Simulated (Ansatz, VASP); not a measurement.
## InAs: VASP beside Ansatz

File POSCAR:

```
InAs
1.0
    0.0000000000      3.0545915933      3.0545915933
    3.0545915933      0.0000000000      3.0545915933
    3.0545915933      3.0545915933      0.0000000000
In As
1 1
Direct
    0.0000000000      0.0000000000      0.0000000000
    0.2500000000      0.2500000000      0.2500000000
```

Contents of INCAR.step1:

```
PREC = Accurate ; ENCUT = 520
ISMEAR = -1 ; SIGMA = 0.02
LREAL = F ; LASPH = T
NELM = 60 ; NBANDS = 16
GGA = PE ; ALGO = Normal
EDIFF = 1E-4 ; LWAVE = T
LCHARG = F
```

Contents of INCAR.step2:

```
PREC = Accurate ; ENCUT = 520
EDIFF = 1E-6 ; ISMEAR = -1
SIGMA = 0.02 ; LREAL = F
LASPH = T ; NELM = 60
ALGO = Normal ; ISIF = 2
LWAVE = F ; LCHARG = F
METAGGA = R2SCAN ; LMIXTAU = T
NBANDS = 16 ; ISTART = 1
```

The input KPOINTS:

```
regular mesh
0
Gamma
  6 6 6
```

Input for Ansatz:

```yaml
crystal:
  lattice:
    - [0.0, 3.0545915933, 3.0545915933]
    - [3.0545915933, 0.0, 3.0545915933]
    - [3.0545915933, 3.0545915933, 0.0]
  atoms:
    - { symbol: In, position: [0.0, 0.0, 0.0] }
    - { symbol: As, position: [0.25, 0.25, 0.25] }
kpoints:
  mp_grid: { grid: [6, 6, 6] }
hamiltonian:
  xc: r2scan
scf:
  occupations: { method: fermi_dirac, width: 0.02 }
  n_extra_bands: 4
output:
  forces: true
  stress: true
  eigenvalues: true
```

Alike in both runs: task single point; functional r2SCAN; k mesh 6 × 6 × 6; occupations fermi-dirac, width 0.02 eV; no spin polarisation.

|  | VASP | Ansatz |
| --- | --- | --- |
| version | VASP 6.6.1 | Ansatz 0.2.0 |
| potentials or method | VASP PAW PBE potentials, release 64 (In_d, As) | plane waves, PAW |
| plane-wave cutoff (eV) | 520 | 500 |
| valence electrons in the cell | 18 | 28 |

|  | VASP | Ansatz | Ansatz less VASP |
| --- | --- | --- | --- |
| pressure (GPa) | 0.0 | 0.0 | 0.00 |

VASP's potentials were made for PBE, not for r2SCAN. VASP's potentials hold 18 valence electrons a cell and Ansatz's 28, so a difference there can come from the potentials and not from the codes.
